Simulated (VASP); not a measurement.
Crystal: Zn.

```
Zn
1.0
     2.67000    0.00000    0.00000
    -1.33500    2.31229    0.00000
     0.00000    0.00000    4.96600
Zn
2
Cartesian
  0.0000 1.5415 1.2415
  1.3350 0.7708 3.7245
```

* Program: VASP 6.6.1
* Task: relaxation of volume and atoms at fixed shape
* Functional: r2SCAN
* Potentials or basis: VASP PAW PBE potentials, release 64 (Zn)
* Cutoff: 600 eV
* k mesh: 11 × 11 × 5
* Occupations: gaussian, width 0.05 eV
* Spin: no spin polarisation

At the start: pressure -4.5 GPa; volume 15.33 Å³/atom.

Q: How do energy, volume and symmetry change on relaxing?

A: Over 3 steps the energy falls by 14.1 meV/atom and the volume is 14.44 Å³/atom (-5.8 %); space group P6_3/mmc (No. 194, to 0.1 Å) before and after.

Step by step:
```
step  energy change (eV)  largest force (eV/Å)  pressure (GPa)  volume (Å³)
   1              0.0000                0.0000           -4.47        30.66
   2             -0.0281                0.0000            0.30        28.80
   3             -0.0281                0.0000            0.03        28.88
```

Final structure:
```yaml
crystal:
  lattice:
    - [2.61733, 0.00000, 0.00000]
    - [-1.30867, 2.26668, 0.00000]
    - [0.00000, 0.00000, 4.86804]
  atoms:
    - { symbol: Zn, position: [0.33333, 0.66667, 0.25000] }
    - { symbol: Zn, position: [0.66667, 0.33333, 0.75000] }
```

Caveat: the PAW data sets were made with another functional, which shifts forces and pressure a little.
